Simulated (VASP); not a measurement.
Wanted: the native input for a VASP 6.6.1 run.

```
Task                   : single point
Functional             : PBE
Potentials or basis    : VASP PAW PBE potentials, release 64 (Si, C)
Cutoff                 : 520 eV
k mesh                 : 2 × 2 × 2
Occupations            : gaussian, width 0.01 eV
Spin                   : no spin polarisation
Dipole correction      : no
Further INCAR settings : LREAL = Auto; ALGO = Normal; EDIFF = 1e-06; NBANDS = 126
```

The structure of SiC lies in POSCAR:

```
SiC
1.0
   -6.1838730361      0.0000000000     -5.0742922873
    3.0919365181      5.3553911431     -5.0742922873
    3.0919365181     -5.3553911431     -5.0742922873
Si C
24 24
Direct
    0.6668060976      0.3334727643      0.5001394310
    0.3334727643      0.0001394310      0.1668060976
    0.5001394310      0.1668060976      0.8334727643
    0.0001394310      0.1668060976      0.3334727643
    0.5001394310      0.6668060976      0.3334727643
    0.1668060976      0.3334727643      0.0001394310
    0.8334727643      0.0001394310      0.6668060976
    0.6668060976      0.8334727643      0.0001394310
    0.3334727643      0.5001394310      0.6668060976
    0.1668060976      0.8334727643      0.5001394310
    0.8334727643      0.5001394310      0.1668060976
    0.0001394310      0.6668060976      0.8334727643
    0.3334727643      0.1668060976      0.5001394310
    0.0001394310      0.8334727643      0.1668060976
    0.1668060976      0.0001394310      0.8334727643
    0.6668060976      0.0001394310      0.3334727643
    0.1668060976      0.5001394310      0.3334727643
    0.8334727643      0.1668060976      0.0001394310
    0.5001394310      0.8334727643      0.6668060976
    0.3334727643      0.6668060976      0.0001394310
    0.0001394310      0.3334727643      0.6668060976
    0.8334727643      0.6668060976      0.5001394310
    0.5001394310      0.3334727643      0.1668060976
    0.6668060976      0.5001394310      0.8334727643
    0.5415272357      0.2081939024      0.3748605690
    0.2081939024      0.8748605690      0.0415272357
    0.3748605690      0.0415272357      0.7081939024
    0.8748605690      0.0415272357      0.2081939024
    0.3748605690      0.5415272357      0.2081939024
    0.0415272357      0.2081939024      0.8748605690
    0.7081939024      0.8748605690      0.5415272357
    0.5415272357      0.7081939024      0.8748605690
    0.2081939024      0.3748605690      0.5415272357
    0.0415272357      0.7081939024      0.3748605690
    0.7081939024      0.3748605690      0.0415272357
    0.8748605690      0.5415272357      0.7081939024
    0.5415272357      0.3748605690      0.7081939024
    0.2081939024      0.0415272357      0.3748605690
    0.3748605690      0.2081939024      0.0415272357
    0.8748605690      0.2081939024      0.5415272357
    0.3748605690      0.7081939024      0.5415272357
    0.0415272357      0.3748605690      0.2081939024
    0.7081939024      0.0415272357      0.8748605690
    0.5415272357      0.8748605690      0.2081939024
    0.2081939024      0.5415272357      0.8748605690
    0.0415272357      0.8748605690      0.7081939024
    0.7081939024      0.5415272357      0.3748605690
    0.8748605690      0.7081939024      0.0415272357
```

The input as run:

INCAR

```
SYSTEM = SiC
  ALGO = Normal
  EDIFF = 1E-6
  ENCUT = 520
  GGA = PE
  ISIF = 2
  ISMEAR = 0
  LASPH = .True.
  LCHARG = .False.
  LREAL = Auto
  LWAVE = .False.
  NBANDS = 126
  NELM = 100
  PREC = Accurate
  SIGMA = 0.01
```

KPOINTS

```
k-points
0
Gamma
  2 2 2
  0 0 0
```

Potentials or basis: VASP PAW PBE potentials, release 64 (Si, C).

Command:

```bash
$ cat potpaw_PBE.64/Si/POTCAR potpaw_PBE.64/C/POTCAR > POTCAR
$ mpirun -np 1 vasp_std > vasp.out
```

Results of the run:

```json
{
 "Pressure": "0.0 GPa",
 "Largest force": "0.005 eV/Å",
 "Band gap on the k mesh": "2.75 eV"
}
```

Run time: 7.9 min on 1 thread of Intel Xeon 6975P-C, with other jobs on the host, peak memory 0.55 GiB.
